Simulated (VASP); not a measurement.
Crystal: BeTe3.

```
CELL_PARAMETERS angstrom
4.69921 0.00000 0.00000
0.00000 4.69921 0.00000
0.00000 0.00000 4.69921
ATOMIC_POSITIONS crystal
Be 0.00000 0.00000 0.00000
Te 0.50000 0.00000 0.50000
Te 0.00000 0.50000 0.50000
Te 0.50000 0.50000 0.00000
```

```yaml
Program: VASP 6.6.1
Task: relaxation of cell and atoms
Functional: PBE
Potentials_or_basis: VASP PAW PBE potentials, release 64 (Be, Te)
Cutoff: 600 eV
k_mesh: 10 × 10 × 10
Occupations: gaussian, width 0.1 eV
Spin: no spin polarisation
```

At the start: pressure -1.3 GPa; volume 25.94 Å³/atom.

Task: How do energy, volume and symmetry change on relaxing?

Result: Over 3 steps the energy falls by 2.9 meV/atom and the volume is 25.25 Å³/atom (-2.7 %); space group Pm-3m (No. 221, to 0.05 Å).

Step by step:
| step | energy change (eV) | largest force (eV/Å) | pressure (GPa) | volume (Å³) |
| --- | --- | --- | --- | --- |
| 1 | 0.0000 | 0.0000 | -1.28 | 103.77 |
| 2 | -0.0113 | 0.0000 | 0.15 | 100.69 |
| 3 | -0.0114 | 0.0000 | 0.00 | 100.99 |

Final structure:
```cif
data_structure
_symmetry_space_group_name_H-M 'P 1'
_symmetry_Int_Tables_number 1
_cell_length_a 4.6568
_cell_length_b 4.6568
_cell_length_c 4.6568
_cell_angle_alpha 90.000
_cell_angle_beta 90.000
_cell_angle_gamma 90.000
_cell_volume 100.99
loop_
_atom_site_label
_atom_site_type_symbol
_atom_site_fract_x
_atom_site_fract_y
_atom_site_fract_z
_atom_site_occupancy
Be1 Be 0.00000 0.00000 0.00000 1
Te1 Te 0.50000 0.00000 0.50000 1
Te2 Te 0.00000 0.50000 0.50000 1
Te3 Te 0.50000 0.50000 0.00000 1
```
